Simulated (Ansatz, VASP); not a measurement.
Re in VASP and in Ansatz

```xyz
2
Lattice="2.4054 0.0000 0.0000 -1.2027 2.0831 0.0000 0.0000 0.0000 3.8799" Properties=species:S:1:pos:R:3 pbc="T T T"
Re    0.0000    1.3887    0.9700
Re    1.2027    0.6944    2.9099
```

Change from the starting cell: volume scaled by 0.65, PAW files.

Alike in both runs: task single point; functional PBE; k mesh 16 × 16 × 9; occupations fermi-dirac, width 0.08 eV; no spin polarisation.

```csv
,VASP,Ansatz
version,VASP 6.6.1,Ansatz 0.2.0
potentials or method,"VASP PAW PBE potentials, release 64 (Re_sv_GW)","PAW with Ansatz's default frozen-core files, scalar-relativistic"
plane-wave cutoff (eV),500,420
valence electrons in the cell,30,30
```

Ansatz gave:

- pressure (GPa): 389.6
- traceless stress, the component that is largest in VASP (GPa): 0.23

Question: What did VASP give for the same quantities?

Answer: Pressure (GPa): 388.8; traceless stress, the component that is largest in VASP (GPa): 0.27.

Both programs put the cell under a high pressure, so it lies far from rest at this level.

Spin-orbit coupling is off throughout. Noted on VASP's run: the cell as given lies far from equilibrium.
